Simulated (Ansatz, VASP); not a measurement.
## One calculation of Ta, two programs

Contents of INCAR:

```
ALGO = Fast ; EDIFF = 1E-6
ENCUT = 520 ; GGA = PE
ISIF = 2 ; ISMEAR = 0
LASPH = True ; LCHARG = True
LELF = True ; LREAL = False
LVHAR = True ; LWAVE = False
NBANDS = 12 ; NELM = 80
PREC = Accurate ; SIGMA = 0.15
```

The input KPOINTS:

```
k-points
0
Gamma
  20 20 20
```

File POSCAR:

```
Ta
1.0
   -1.5721901803      1.5721901803      1.9968387479
    1.5721901803     -1.5721901803      1.9968387479
    1.5721901803      1.5721901803     -1.9968387479
Ta
1
Direct
    0.0000000000      0.0000000000      0.0000000000
```

Input for Ansatz:

```yaml
crystal:
  lattice:
    - [-1.5721901803, 1.5721901803, 1.9968387479]
    - [1.5721901803, -1.5721901803, 1.9968387479]
    - [1.5721901803, 1.5721901803, -1.9968387479]
  atoms:
    - { symbol: Ta, position: [0.0, 0.0, 0.0] }
basis:
  ecutwfc: 420
kpoints:
  mp_grid: { grid: [20, 20, 20] }
hamiltonian:
  xc: pbe
  pseudopotentials: { kind: paw, azcp: { folder: soft_1 } }
scf:
  occupations: { method: gaussian, width: 0.15 }
output:
  forces: true
  stress: true
  eigenvalues: true
```

Alike in both runs: task single point; functional PBE; k mesh 20 × 20 × 20; occupations gaussian, width 0.15 eV; no spin polarisation.

|  | VASP | Ansatz |
| --- | --- | --- |
| version | VASP 6.6.1 | Ansatz 0.2.0 |
| potentials or method | VASP PAW PBE potentials, release 64 (Ta_pv), cutoff 520 eV | scalar-relativistic, plane waves, PAW |
| valence electrons in the cell | 11 | 13 |

|  | VASP | Ansatz | Ansatz less VASP |
| --- | --- | --- | --- |
| gap on the k mesh at the Fermi level (eV) | none | none | - |
| pressure (GPa) | -9.7 | -9.7 | +0.06 |
| traceless stress, the component that is largest in VASP (GPa) | -7.36 | -7.34 | +0.022 |

A gap of «none» marks a metal or a gap that the smearing closes. With one functional, cell and mesh, what is left measures potentials, basis and numerics. VASP's potentials hold 11 valence electrons a cell and Ansatz's 13, so a difference there can come from the potentials and not from the codes.

Neither program's run includes spin-orbit coupling.
